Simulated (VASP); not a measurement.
# AlRu in VASP: single point with PBEsol

Aim: the single point of AlRu with PBEsol.

Everything below comes from runs of VASP 6.6.1. Logs are shortened: lines on timing, memory, paths and dates and some standing lists are left out, and cuts for length are marked.

### Step 1. The cell of the first run

The cell holds a slab with vacuum, 6 atoms: a = 2.976 Å, b = 2.976 Å, c = 24.441 Å, α = 90.00°, β = 90.00°, γ = 90.00°.

### Step 2. Single point, PBEsol

The input, INCAR:

```
ALGO = Normal
DIPOL = 0.5 0.5 0.499
EDIFF = 1E-6
ENCUT = 520
GGA = PS
IDIPOL = 3
ISIF = 2
ISMEAR = 0
LASPH = True
LCHARG = False
LDIPOL = True
LREAL = False
LWAVE = False
NBANDS = 34
NELM = 80
PREC = Accurate
SIGMA = 0.1
```

The input, KPOINTS:

```
k-points
0
Gamma
  10 10 1
```

The input, POSCAR:

```
AlRu
1.0
    2.9764078229      0.0000000000      0.0000000000
    0.0000000000      2.9764078229      0.0000000000
    0.0000000000      0.0000000000     24.4410195574
Ru Al
3 3
Direct
    0.5000000000      0.5000000000      0.3477759993
    0.5000000000      0.5000000000      0.4695551999
    0.5000000000      0.5000000000      0.5923046431
    0.0000000000      0.0000000000      0.4086655996
    0.0000000000      0.0000000000      0.5296261966
    0.0000000000      0.0000000000      0.6436770706
```

Potentials or basis: VASP PAW PBE potentials, release 64 (Ru_pv, Al).

On the command line:

```
$ cat potpaw_PBE.64/Ru_pv/POTCAR potpaw_PBE.64/Al/POTCAR > POTCAR
$ mpirun -np 1 vasp_std > vasp.out
```

OUTCAR:

```text
EDIFF = 1E-6
   ENCUT = 520
   GGA = PS
   ISIF = 2
   ISMEAR = 0
   LASPH = True
   LREAL = False
   NELM = 80
   PREC = Accurate

 ion  position               nearest neighbor table
   1  0.500  0.500  0.348-   4 2.58   4 2.58   4 2.58   4 2.58   2 2.98
   2  0.500  0.500  0.470-   5 2.57   5 2.57   5 2.57   5 2.57   4 2.58   4 2.58   4 2.58   4 2.58
                             1 2.98   3 3.00
   3  0.500  0.500  0.592-   6 2.45   6 2.45   6 2.45   6 2.45   5 2.60   5 2.60   5 2.60   5 2.60
                             2 3.00
   4  0.000  0.000  0.409-   1 2.58   2 2.58   1 2.58   2 2.58   1 2.58   2 2.58   1 2.58   2 2.58
                             5 2.96
   5  0.000  0.000  0.530-   2 2.57   2 2.57   2 2.57   2 2.57   3 2.60   3 2.60   3 2.60   3 2.60
                             6 2.79   4 2.96
   6  0.000  0.000  0.644-   3 2.45   3 2.45   3 2.45   3 2.45   5 2.79

  LATTYP: Found a simple tetragonal cell.
 ALAT       =     2.9764078229
 C/A-ratio  =     8.2115828918

  Lattice vectors:

 A1 = (   2.9764078229,   0.0000000000,   0.0000000000)
 A2 = (   0.0000000000,   2.9764078229,   0.0000000000)
 A3 = (   0.0000000000,   0.0000000000,  24.4410195574)

Analysis of symmetry for initial positions (statically):
=====================================================================
 Subroutine PRICEL returns:
 Original cell was already a primitive cell.

 Routine SETGRP: Setting up the symmetry group for a
 simple tetragonal supercell.

 Subroutine GETGRP returns: Found  8 space group operations
 (whereof  8 operations were pure point group operations)
 out of a pool of 16 trial point group operations.

The static configuration has the point symmetry C_4v.

Analysis of symmetry for dynamics (positions and initial velocities):
=====================================================================
 Subroutine PRICEL returns:
 Original cell was already a primitive cell.

 Routine SETGRP: Setting up the symmetry group for a
 simple tetragonal supercell.

 Subroutine GETGRP returns: Found  8 space group operations
 (whereof  8 operations were pure point group operations)
 out of a pool of 16 trial point group operations.

The dynamic configuration has the point symmetry C_4v.

 Subroutine INISYM returns: Found  8 space group operations
 (whereof  8 operations are pure point group operations),
 and found     1 'primitive' translations

----------------------------------------------------------------------------------------

                                     Primitive cell

  volume of cell :     216.5231

  direct lattice vectors                    reciprocal lattice vectors
     2.976407823  0.000000000  0.000000000     0.335975464  0.000000000  0.000000000
     0.000000000  2.976407823  0.000000000     0.000000000  0.335975464  0.000000000
     0.000000000  0.000000000 24.441019557     0.000000000  0.000000000  0.040914823

  length of vectors
     2.976407823  2.976407823 24.441019557     0.335975464  0.335975464  0.040914823

  position of ions in fractional coordinates (direct lattice)
     0.500000000  0.500000000  0.347775999
     0.500000000  0.500000000  0.469555200
     0.500000000  0.500000000  0.592304643
     0.000000000  0.000000000  0.408665600
     0.000000000  0.000000000  0.529626197
     0.000000000  0.000000000  0.643677071

  ion indices of the primitive-cell ions
   primitive index   ion index
                 1           1
                 2           2
                 3           3
                 4           4
                 5           5
                 6           6

----------------------------------------------------------------------------------------

 KPOINTS: k-points

Automatic generation of k-mesh.
 Grid dimensions read from file:
 generate k-points for:   10   10    1

 Generating k-lattice:

  Cartesian coordinates                     Fractional coordinates (reciprocal lattice)
     0.033597546  0.000000000  0.000000000     0.100000000  0.000000000  0.000000000
     0.000000000  0.033597546  0.000000000     0.000000000  0.100000000  0.000000000
     0.000000000  0.000000000  0.040914823     0.000000000  0.000000000  1.000000000

  Length of vectors
     0.033597546  0.033597546  0.040914823

  Shift w.r.t. Gamma in fractional coordinates (k-lattice)
     0.000000000  0.000000000  0.000000000

 Subroutine IBZKPT returns following result:
 ===========================================

 Found     21 irreducible k-points:

 Following reciprocal coordinates:
            Coordinates               Weight
  0.000000  0.000000  0.000000      1.000000
  0.100000  0.000000  0.000000      4.000000
  0.200000  0.000000  0.000000      4.000000
  0.300000  0.000000  0.000000      4.000000
  0.400000  0.000000  0.000000      4.000000
  0.500000  0.000000  0.000000      2.000000
[... 13 lines left out ...]
  0.500000  0.400000  0.000000      4.000000
  0.500000  0.500000  0.000000      1.000000
   k-points           NKPTS =     21   k-points in BZ     NKDIM =     21   number of bands    NBANDS=     34
   number of dos      NEDOS =    301   number of ions     NIONS =      6
   total plane-waves  NPLWV = 110592
   dimension x,y,z NGX =    24 NGY =   24 NGZ =  192
   dimension x,y,z NGXF=    48 NGYF=   48 NGZF=  384
   ions per type =               3   3
   NGX,Y,Z   is equivalent  to a cutoff of  13.41, 13.41, 13.06 a.u.
   NGXF,Y,Z  is equivalent  to a cutoff of  26.81, 26.81, 26.12 a.u.
 SYSTEM =  unknown system
   PREC   = accura    normal or accurate (medium, high low for compatibility)
   ISTART =      0    job   : 0-new  1-cont  2-samecut
   ICHARG =      2    charge: 1-file 2-atom 10-const
   ISPIN  =      1    spin polarized calculation?
   LNONCOLLINEAR =      F non collinear calculations
   LSORBIT =      F    spin-orbit coupling
   LASPH  =      T    aspherical Exc in radial PAW
   ENCUT  =  520.0 eV  38.22 Ry    6.18 a.u.   5.53  5.53 45.44*2*pi/ulx,y,z
   NELM   =     80;   NELMIN=  2; NELMDL= -5     # of ELM steps
   EDIFF  = 0.1E-05   stopping-criterion for ELM
   LREAL  =      F    real-space projection
   EDIFFG = 0.1E-04   stopping-criterion for IOM
   NSW    =      0    number of steps for IOM
   IBRION =     -1    ionic relax: 0-MD 1-quasi-New 2-CG
   NFREE  =      0    steps in history (QN), initial steepest desc. (CG)
   ISIF   =      2    stress and relaxation
   ISYM   =      2    0-nonsym 1-usesym 2-fastsym
   POTIM  = 0.5000    time-step for ionic-motion
   TEBEG  =    0.0;   TEEND  =   0.0 temperature during run
   PSTRESS=    0.0 pullay stress
   NELECT =      51.0000    total number of electrons
   NUPDOWN=      -1.0000    fix difference up-down
   EMIN   =  10.00;   EMAX   =-10.00  energy-range for DOS
   EFERMI =   0.00;   METHOD = LEGACY
   ISMEAR =     0;   SIGMA  =   0.10  broadening in eV -4-tet -1-fermi 0-gaus
   EFERMI_NEDOS =   21; number of points for ismear=-14 and -15
   IALGO  =     38    algorithm
   IMIX   =      4    mixing-type and parameters
     AMIX     =   0.40;   BMIX     =  1.00
     AMIX_MAG =   1.60;   BMIX_MAG =  1.00
  volume/ion in A,a.u.               =      36.09       243.53
  Fermi-wavevector in a.u.,A,eV,Ry     =   1.011029  1.910567 13.907591  1.022179
  Thomas-Fermi vector in A             =   2.144054
   LORBIT       =      0    0 simple, 1 ext, 2 COOP (PROOUT), +10 PAW based schemes
   GGA     = PS    functional components
   LHFCALC =     F    Hartree Fock is set to
   AEXX    =    0.0000 exact exchange contribution
   IVDW    =     0    specifies the selected vdW correction
   LEPSILON=     F    determine dielectric tensor
   LRPA    =     F    only Hartree local field effects (RPA)
 non-spin polarized calculation
 Gauss-broadening in eV      SIGMA  =   0.10
  energy-cutoff  :      520.00
  volume of cell :      216.52
 maximum number of plane-waves:      5891
 NGX is ok and might be reduce to    24
   NGX = 11   NGY = 11   NGZ = 91

 dipolmoment           0.000000      0.000000      0.020730 electrons x Angstroem

 number of electron      50.9999990 magnetization

 dipolmoment           0.000000      0.000000     -0.059778 electrons x Angstroem

 Free energy of the ion-electron system (eV)
  ---------------------------------------------------
  ext. energy  EPLUGINS =         0.00000000
  ---------------------------------------------------
  free energy    TOTEN  =       -43.25452741 eV

  energy without entropy =      -43.22403486  energy(sigma->0) =      -43.23928113

 E-fermi :   1.6675     XC(G=0):  -5.5219

 val. band max:        1.6479423288   @ k =   0.1000   0.0000   0.0000
 cond. band min:       1.6707074842   @ k =   0.0000   0.0000   0.0000
 fundamental gap:      0.0227651554
 Fermi energy:         1.6675348775

 k-point     1 :       0.0000    0.0000    0.0000
  band No.  band energies     occupation
      1     -40.3810      2.00000
      2     -40.2869      2.00000
      3     -40.2440      2.00000
      4     -40.2440      2.00000
      5     -40.1822      2.00000
      6     -40.1415      2.00000
[... 26 lines left out ...]
     33       6.0359      0.00000
     34       6.9962      0.00000

 k-point     2 :       0.1000    0.0000    0.0000
  band No.  band energies     occupation
      1     -40.3785      2.00000
      2     -40.2848      2.00000
      3     -40.2659      2.00000
      4     -40.2421      2.00000
      5     -40.1804      2.00000
      6     -40.1627      2.00000
[... 26 lines left out ...]
     33       6.2032      0.00000
     34       6.9632      0.00000
[... 664 lines left out ...]
     33       6.5713      0.00000
     34       6.9243      0.00000

 k-point    21 :       0.5000    0.5000    0.0000
  band No.  band energies     occupation
      1     -40.4422      2.00000
      2     -40.4422      2.00000
      3     -40.3340      2.00000
      4     -40.3340      2.00000
      5     -40.3304      2.00000
      6     -40.2424      2.00000
[... 26 lines left out ...]
     33       5.8413      0.00000
     34       6.4758      0.00000

------------------------ aborting loop because EDIFF is reached ----------------------------------------

 vacuum level on the upper side and lower side of the slab       (xc-potential included)        -0.732         0.448

  FORCE on cell =-STRESS in cart. coord.  units (eV):
  Direction    XX          YY          ZZ          XY          YZ          ZX
  --------------------------------------------------------------------------------------
  -------------------------------------------------------------------------------------
  Total       -1.8654776     -1.8654776     -1.6022579      0.0000000      0.0000000      0.0000000
  in kB      -13.8037287    -13.8037287    -11.8560171      0.0000000      0.0000000      0.0000000
  external PRESSURE =     -13.1544915 kB  Pullay stress =       0.0000000 kB

 VOLUME and BASIS-vectors are now :
 -----------------------------------------------------------------------------
  energy-cutoff  :      520.00
  volume of cell :      216.52
      direct lattice vectors                 reciprocal lattice vectors
     2.976407823  0.000000000  0.000000000     0.335975464  0.000000000  0.000000000
     0.000000000  2.976407823  0.000000000     0.000000000  0.335975464  0.000000000
     0.000000000  0.000000000 24.441019557     0.000000000  0.000000000  0.040914823

 POSITION                                       TOTAL-FORCE (eV/Angst)
 -----------------------------------------------------------------------------------
      1.48820      1.48820      8.50000         0.000000      0.000000      0.750840
      1.48820      1.48820     11.47641        -0.000000     -0.000000     -0.386272
      1.48820      1.48820     14.47653         0.000000      0.000000     -0.016830
      0.00000      0.00000      9.98820         0.000000      0.000000     -0.387315
      0.00000      0.00000     12.94460         0.000000      0.000000      0.007104
      0.00000      0.00000     15.73212         0.000000      0.000000      0.032474
 -----------------------------------------------------------------------------------
    total drift:                                0.000000     -0.000000     -0.000367

  FREE ENERGIE OF THE ION-ELECTRON SYSTEM (eV)
  ---------------------------------------------------
  free  energy   TOTEN  =       -43.2545274078 eV

  energy  without entropy=      -43.2240348597  energy(sigma->0) =      -43.23928113

 vacuum level on the upper side and lower side of the slab         4.803         6.001
```

It took 2.1 min on 1 thread of Intel Xeon 6975P-C (Granite Rapids), shared host; peak memory 0.38 GiB.

What came out:

```
Free energy   : -43.2545 eV
Largest force : 0.751 eV/Å
```

Forces in eV/Å, atoms in the order of the input:
```
Ru   0.000  0.000  0.751
Ru   0.000  0.000 -0.386
Ru   0.000  0.000 -0.017
Al   0.000  0.000 -0.387
Al   0.000  0.000  0.007
Al   0.000  0.000  0.032
```

Levels at points of the mesh, in eV from the Fermi level:
| k point | band 21 | band 22 | band 23 | band 24 | band 25 | band 26 | band 27 | band 28 | band 29 | band 30 |
| --- | --- | --- | --- | --- | --- | --- | --- | --- | --- | --- |
| (0.00, 0.00, 0.00) | -0.84 | -0.84 | -0.11 | -0.10 | 0.00 | 0.00 | 0.21 | 0.65 | 0.71 | 2.65 |
| (0.50, 0.00, 0.00) | -1.67 | -1.54 | -1.11 | -0.77 | -0.47 | -0.05 | 0.26 | 0.77 | 1.04 | 1.77 |
| (0.50, 0.50, 0.00) | -0.33 | -0.33 | 0.68 | 1.33 | 1.50 | 1.74 | 1.78 | 1.78 | 1.88 | 3.76 |

Caveat: the PAW data sets were made with another functional, which shifts forces and pressure a little.
